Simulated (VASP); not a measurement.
# AlC2: single point with PBE

Crystal: AlC2.

```
CELL_PARAMETERS angstrom
1.28246 0.74043 5.10574
-1.28246 0.74043 5.10574
0.00000 -1.48086 5.10574
ATOMIC_POSITIONS crystal
Al 0.00000 0.00000 0.00000
C 0.83872 0.83872 0.83872
C 0.16128 0.16128 0.16128
```

```
Program             : VASP 6.6.1
Task                : single point
Functional          : PBE
Potentials or basis : VASP PAW PBE potentials, release 64 (Al, C)
Cutoff              : 520 eV
k mesh              : 6 × 6 × 6
Occupations         : gaussian, width 0.1 eV
Spin                : no spin polarisation
```

- Pressure: 0.3 GPa
- Largest force: 0.007 eV/Å
- Band gap on the k mesh: zero (an odd number of electrons rules out a gap without spin polarisation)

Forces on the atoms (eV/Å):
```
Al   0.000  0.000  0.000
C    0.000  0.000  0.007
C    0.000  0.000 -0.007
```

Levels at points of the mesh, in eV from the Fermi level:
```csv
k point,band 2,band 3,band 4,band 5,band 6,band 7,band 8,band 9
"(0.00, 0.00, 0.00)",-9.26,-9.16,-3.62,-3.62,3.07,6.25,6.70,6.70
"(0.50, 0.00, 0.00)",-13.33,-6.67,-4.58,-2.41,-2.40,0.79,5.22,6.37
"(0.50, 0.50, 0.00)",-13.32,-6.67,-4.94,-3.64,0.21,0.69,5.13,6.06
"(0.50, 0.50, 0.50)",-11.28,-5.36,-3.62,-3.62,-1.35,6.69,6.69,8.65
```

It took 53 s on 1 thread of AMD EPYC 7R13, with other jobs on the host, peak memory 0.22 GiB.

Caveat: the k points lie up to 0.48 Å⁻¹ apart, too coarse for converged energies and pressures of a metal; an odd number of electrons without spin polarisation forces a metal; a magnetic or distorted state may lie lower.
